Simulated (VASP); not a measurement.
La2O3:

```xyz
5
Lattice="4.0577 0.0000 0.0000 -2.0288 3.5140 0.0000 0.0000 0.0000 6.3092" Properties=species:S:1:pos:R:3 pbc="T T T"
La    0.0000    2.3427    1.5536
La    2.0288    1.1713    4.7557
O     0.0000    0.0000    0.0000
O     0.0000    2.3427    4.0751
O     2.0288    1.1713    2.2342
```

| Quantity | Value |
| --- | --- |
| Program | VASP 6.6.1 |
| Task | relaxation of cell and atoms |
| Functional | PBE |
| Potentials or basis | VASP PAW PBE potentials, release 64 (La, O) |
| Cutoff | 840 eV |
| k mesh | 8 × 8 × 5 |
| Occupations | gaussian, width 0.03 eV |
| Spin | no spin polarisation |

At the start: pressure -9.0 GPa; volume 17.99 Å³/atom.

Task: Where does the relaxation end?

Result: Over 24 steps the energy falls by 43.2 meV/atom and the volume is 16.61 Å³/atom (-7.7 %); space group P-3m1 (No. 164, to 0.1 Å) before and after.

Step by step:
| step | energy change (eV) | largest force (eV/Å) | pressure (GPa) | volume (Å³) |
| --- | --- | --- | --- | --- |
| 1 | 0.0000 | 0.6254 | -8.97 | 89.96 |
| 2 | -0.2157 | 0.1560 | -0.25 | 83.36 |
| 3 | -0.2176 | 0.0267 | 0.03 | 83.04 |
| 4 | -0.2176 | 0.0131 | 0.08 | 83.00 |
| 5 | -0.2176 | 0.0090 | 0.04 | 83.06 |
| 6 | -0.2176 | 0.0082 | -0.05 | 83.07 |
| 7 | -0.2176 | 0.0087 | -0.03 | 83.06 |
| 8 | -0.2177 | 0.0068 | 0.00 | 83.06 |
| 9 | -0.2177 | 0.0098 | 0.02 | 83.06 |
| 10 | -0.2177 | 0.0008 | -0.03 | 83.07 |
| 11 | -0.2177 | 0.0020 | -0.03 | 83.07 |
| 12 | -0.2177 | 0.0063 | 0.03 | 83.07 |
| 13 | -0.2177 | 0.0032 | 0.00 | 83.07 |
| 14 | -0.2177 | 0.0039 | 0.00 | 83.07 |
| 15 | -0.2177 | 0.0035 | 0.00 | 83.07 |
| 16 | -0.2177 | 0.0028 | 0.00 | 83.07 |
| 17 | -0.2177 | 0.0019 | 0.00 | 83.07 |
| 18 | -0.2158 | 0.0035 | -0.03 | 83.07 |
| 19 | -0.2158 | 0.0043 | 0.01 | 83.04 |
| 20 | -0.2158 | 0.0025 | 0.00 | 83.05 |
| 21 | -0.2158 | 0.0010 | 0.03 | 83.05 |
| 22 | -0.2158 | 0.0013 | -0.02 | 83.06 |
| 23 | -0.2158 | 0.0010 | -0.01 | 83.06 |
| 24 | -0.2158 | 0.0011 | -0.01 | 83.06 |

Final structure:
```
CELL_PARAMETERS angstrom
3.93839 0.00000 0.00000
-1.96919 3.41074 0.00000
0.00000 0.00000 6.18352
ATOMIC_POSITIONS crystal
La 0.33333 0.66667 0.24739
La 0.66667 0.33333 0.75261
O 0.00000 0.00000 0.00000
O 0.33333 0.66667 0.64532
O 0.66667 0.33333 0.35468
```

Where two steps share one volume, the run began anew on that cell with a basis built for it.
